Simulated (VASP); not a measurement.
Set up this calculation in VASP 6.6.1, as the native input.

| Property | Result |
| --- | --- |
| Task | single point |
| Functional | PBE |
| Potentials or basis | VASP PAW PBE potentials, release 64 (Sn_d, Pb_d, S) |
| Cutoff | 520 eV |
| k mesh | 6 × 6 × 2 |
| Occupations | gaussian, width 0.1 eV |
| Spin | no spin polarisation |
| Dipole correction | no |
| Further INCAR settings | ALGO = Normal; EDIFF = 1e-07; NBANDS = 39 |

The structure of SnPb2S3 lies in POSCAR:

```
SnPb2S3
1.0
    4.2328300000      0.0000000000      0.0000000000
   -2.1164150000      3.6657383100      0.0000000000
    0.0000000000      0.0000000000     10.3682736600
Sn Pb S
1 2 3
Direct
    0.0000000000      0.0000000000      0.0000000000
    0.6666666700      0.3333333300      0.3333333300
    0.3333333300      0.6666666700      0.6666666700
    0.3333333300      0.6666666700      0.1666666700
    0.0000000000      0.0000000000      0.5000000000
    0.6666666700      0.3333333300      0.8333333300
```

The input as run:

INCAR

```
SYSTEM = SnPb2S3
PREC = Accurate
ENCUT = 520
EDIFF = 1E-7
ISMEAR = 0
SIGMA = 0.1
LREAL = .False.
LASPH = .True.
NELM = 60
ALGO = Normal
ISIF = 2
LWAVE = .False.
LCHARG = .False.
GGA = PE
NBANDS = 39
```

KPOINTS

```
Automatic mesh
0
Gamma
  6 6 2
  0 0 0
```

Potentials or basis: VASP PAW PBE potentials, release 64 (Sn_d, Pb_d, S).

The run is started by

```sh
$ cat potpaw_PBE.64/Sn_d/POTCAR potpaw_PBE.64/Pb_d/POTCAR potpaw_PBE.64/S/POTCAR > POTCAR
$ mpirun -np 1 vasp_std > vasp.out
```

Results of the run:

```
Pressure               : -0.7 GPa
Largest force          : 0.293 eV/Å
Band gap on the k mesh : 0.23 eV
```

Caveat: spin-orbit coupling is left out, which moves the levels of the heavy elements.

Wall time 70 s on 1 thread of Intel(R) Xeon(R) Platinum 8259CL CPU @ 2.50GHz (Skylake/Cascade Lake), with other jobs on the host, peak memory 0.31 GiB.
